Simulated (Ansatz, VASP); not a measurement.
## Ga4AsP3 in VASP and in Ansatz

The input INCAR:

```
SYSTEM = Ga4AsP3
ALGO = Normal
EDIFF = 1E-6
ENCUT = 520
GGA = PE
ISIF = 2
ISMEAR = 0
LASPH = .True.
LCHARG = .False.
LREAL = .False.
LWAVE = .False.
NBANDS = 46
NELM = 80
PREC = Accurate
SIGMA = 0.1
```

The input KPOINTS:

```
k-points
0
Gamma
  4 4 2
  0 0 0
```

File POSCAR:

```
Ga4AsP3
1.0
    3.8240508600      0.0000000000      0.0000000000
    0.0000000000      3.8240508600      0.0000000000
    0.0000000000      0.0000000000     10.8160491800
Ga P As
4 3 1
Direct
    0.5000000000      0.0000000000      0.8750000000
    0.0000000000      0.5000000000      0.6250000000
    0.5000000000      0.0000000000      0.3750000000
    0.0000000000      0.5000000000      0.1250000000
    0.0000000000      0.0000000000      0.5000000000
    0.5000000000      0.5000000000      0.2500000000
    0.5000000000      0.5000000000      0.7500000000
    0.0000000000      0.0000000000      0.0000000000
```

Input for Ansatz:

```yaml
crystal:
  lattice:
    - [3.82405086, 0.0, 0.0]
    - [0.0, 3.82405086, 0.0]
    - [0.0, 0.0, 10.81604918]
  atoms:
    - { symbol: Ga, position: [0.5, 0.0, 0.875] }
    - { symbol: Ga, position: [0.0, 0.5, 0.625] }
    - { symbol: Ga, position: [0.5, 0.0, 0.375] }
    - { symbol: Ga, position: [0.0, 0.5, 0.125] }
    - { symbol: P, position: [0.0, 0.0, 0.5] }
    - { symbol: P, position: [0.5, 0.5, 0.25] }
    - { symbol: P, position: [0.5, 0.5, 0.75] }
    - { symbol: As, position: [0.0, 0.0, 0.0] }
basis:
  ecutwfc: 420
kpoints:
  mp_grid: { grid: [4, 4, 2] }
hamiltonian:
  xc: pbe
scf:
  occupations: { method: gaussian, width: 0.1 }
  lower_state_search: "off"
output:
  forces: true
  stress: true
  eigenvalues: true
```

Alike in both runs: task single point; functional PBE; k mesh 4 × 4 × 2; occupations gaussian, width 0.1 eV; no spin polarisation.

|  | VASP | Ansatz |
| --- | --- | --- |
| version | VASP 6.6.1 | Ansatz 0.2.0 |
| potentials or method | VASP PAW PBE potentials, release 64 (Ga_d, P, As), cutoff 520 eV | scalar-relativistic, plane waves, PAW |
| valence electrons in the cell | 72 | 82 |

Ansatz gave:

| Property | Result |
| --- | --- |
| gap on the k mesh at the Fermi level (eV) | 1.49 |
| least direct gap on the mesh (eV) | 1.49 |
| pressure (GPa) | 7.9 |
| traceless stress, the component that is largest in VASP (GPa) | -0.74 |
| rms of the force components (eV/Å) | 0.265 |

Q: What did VASP give for the same quantities?

A: gap on the k mesh at the Fermi level (eV): 1.48; least direct gap on the mesh (eV): 1.49; pressure (GPa): 7.8; traceless stress, the component that is largest in VASP (GPa): -0.74; rms of the force components (eV/Å): 0.273.

Atom by atom the forces differ by 0.008 eV/Å (rms over components). VASP's potentials hold 72 valence electrons a cell and Ansatz's 82, so a difference there can come from the potentials and not from the codes.
